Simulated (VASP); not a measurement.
Wanted: the native input for a VASP 6.6.1 run.

| Item | Value |
| --- | --- |
| Task | electric field gradients |
| Functional | r2SCAN |
| Potentials or basis | VASP PAW PBE potentials, release 64 (Ag, Cl) |
| Cutoff | 520 eV |
| k mesh | 9 × 9 × 9 |
| Occupations | fermi-dirac, width 0.01 eV |
| Spin | no spin polarisation |
| Dipole correction | no |
| Further INCAR settings | ALGO = Normal; EDIFF = 1e-08; NBANDS = 16 |

The system is AgCl.

```
CELL_PARAMETERS angstrom
0.00000 2.77315 2.77315
2.77315 0.00000 2.77315
2.77315 2.77315 0.00000
ATOMIC_POSITIONS crystal
Ag 0.50000 0.50000 0.50000
Cl 0.00000 0.00000 0.00000
```

The input as run:

POSCAR

```
AgCl
1.0
    0.0000000000      2.7731500000      2.7731500000
    2.7731500000      0.0000000000      2.7731500000
    2.7731500000      2.7731500000      0.0000000000
Ag Cl
1 1
Direct
    0.5000000000      0.5000000000      0.5000000000
    0.0000000000      0.0000000000      0.0000000000
```

INCAR.step1

```
PREC = Accurate
ENCUT = 520
ISMEAR = -1
SIGMA = 0.01
LREAL = False
LASPH = True
NELM = 80
NBANDS = 16
GGA = PE
ALGO = Normal
EDIFF = 1E-4
LWAVE = True
LCHARG = False
```

INCAR.step2

```
PREC = Accurate
ENCUT = 520
EDIFF = 1E-8
ISMEAR = -1
SIGMA = 0.01
LREAL = False
LASPH = True
NELM = 80
ALGO = Normal
ISIF = 2
LWAVE = False
LCHARG = False
METAGGA = R2SCAN
LMIXTAU = True
LEFG = True
NBANDS = 16
ISTART = 1
```

KPOINTS

```
Automatic mesh
0
Gamma
  9 9 9
```

Potentials or basis: VASP PAW PBE potentials, release 64 (Ag, Cl).

Command:

```bash
$ cat potpaw_PBE.64/Ag/POTCAR potpaw_PBE.64/Cl/POTCAR > POTCAR
$ cp INCAR.step1 INCAR
$ mpirun -np 1 vasp_std > vasp.out
$ cp INCAR.step2 INCAR
$ mpirun -np 1 vasp_std > vasp.out
```

It gave:

The pressure is -0.1 GPa and the band gap on the k mesh is 1.47 eV (least direct gap 3.66 eV). The largest electric field gradient by atom is under 0.05 V/Å² on every atom.

Caveat: the PAW data sets were made with another functional, which shifts forces and pressure a little; an odd mesh through Γ misses points on the zone boundary, where band edges can lie.

Run time: 97 s on 1 thread of Intel(R) Xeon(R) Platinum 8488C (Sapphire Rapids), with other jobs on the host, peak memory 0.18 GiB.
